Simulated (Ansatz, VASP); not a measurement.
**RbCdCO3F in VASP and in Ansatz**

INCAR

```
PREC     = Accurate       # precision mode
ENCUT    = 600            # plane-wave cutoff, eV
EDIFF    = 1E-7           # SCF threshold, eV
ISMEAR   = 0              # smearing method
SIGMA    = 0.02           # smearing width, eV
LREAL    = F              # projectors in reciprocal space
LASPH    = T              # aspherical terms in the spheres
NELM     = 60             # most SCF steps
ALGO     = Normal         # electronic algorithm
ISIF     = 3              # what is computed and relaxed
LWAVE    = F              # write WAVECAR
LCHARG   = F              # write CHGCAR
GGA      = PE             # functional
IVDW     = 12             # dispersion correction
IBRION   = 2              # ionic algorithm
NSW      = 70             # ionic steps
EDIFFG   = -0.005         # ionic threshold
```

Contents of KPOINTS:

```
regular mesh
0
Gamma
  6 6 6
```

File POSCAR:

```
RbCdCO3F
1.0
    5.1754480542      0.0000000000      0.0000000000
   -2.5877240271      4.4820694909      0.0000000000
    0.0000000000      0.0000000000      4.6255369127
Rb Cd C O F
1 1 1 3 1
Direct
    0.0000000000      0.0000000000      0.0000000000
    0.6666666667      0.3333333333      0.5000000000
    0.3333333333      0.6666666667      0.5000000000
    0.1891507587      0.3783015173      0.5000000000
    0.1891507587      0.8108492413      0.5000000000
    0.6216984827      0.8108492413      0.5000000000
    0.6666666667      0.3333333333      0.0000000000
```

Input for Ansatz:

```yaml
crystal:
  lattice:
    - [5.1754480542, 0.0, 0.0]
    - [-2.5877240271, 4.4820694909, 0.0]
    - [0.0, 0.0, 4.6255369127]
  atoms:
    - { symbol: Rb, position: [0.0, 0.0, 0.0] }
    - { symbol: Cd, position: [0.6666666667, 0.3333333333, 0.5] }
    - { symbol: C, position: [0.3333333333, 0.6666666667, 0.5] }
    - { symbol: O, position: [0.1891507587, 0.3783015173, 0.5] }
    - { symbol: O, position: [0.1891507587, 0.8108492413, 0.5] }
    - { symbol: O, position: [0.6216984827, 0.8108492413, 0.5] }
    - { symbol: F, position: [0.6666666667, 0.3333333333, 0.0] }
basis:
  ecutwfc: 420
kpoints:
  mp_grid: { grid: [6, 6, 6] }
hamiltonian:
  xc: pbe
  dispersion: d3bj
scf:
  occupations: { method: gaussian, width: 0.02 }
output:
  forces: true
  stress: true
  eigenvalues: true
relax:
  adjacent_minimum: "off"
  f_tol: 0.005
  max_steps: 50
  cell: { stress_tol: 0.05 }
```

Alike in both runs: task relaxation of cell and atoms; functional PBE; dispersion D3(BJ); k mesh 6 × 6 × 6; occupations gaussian, width 0.02 eV; no spin polarisation.

```csv
,VASP,Ansatz
version,VASP 6.6.1,Ansatz 0.2.0
potentials or method,"VASP PAW PBE potentials, release 64 (Rb_sv, Cd, C, O, F), cutoff 600 eV","scalar-relativistic, plane waves, PAW"
valence electrons in the cell,50,58
```

Ansatz gave:

| Property | Result |
| --- | --- |
| gap on the k mesh at the Fermi level, each at its own relaxed structure (eV) | 1.68 |
| relaxed volume (Å³/atom) | 14.94 |
| relaxed length of the cell vector where the two differ most in proportion (Å) | 4.589 |

Task: Which values does VASP return?

Result: gap on the k mesh at the Fermi level, each at its own relaxed structure (eV): 1.66; relaxed volume (Å³/atom): 14.96; relaxed length of the cell vector where the two differ most in proportion (Å): 4.596.

VASP's potentials hold 50 valence electrons a cell and Ansatz's 58, so a difference there can come from the potentials and not from the codes.
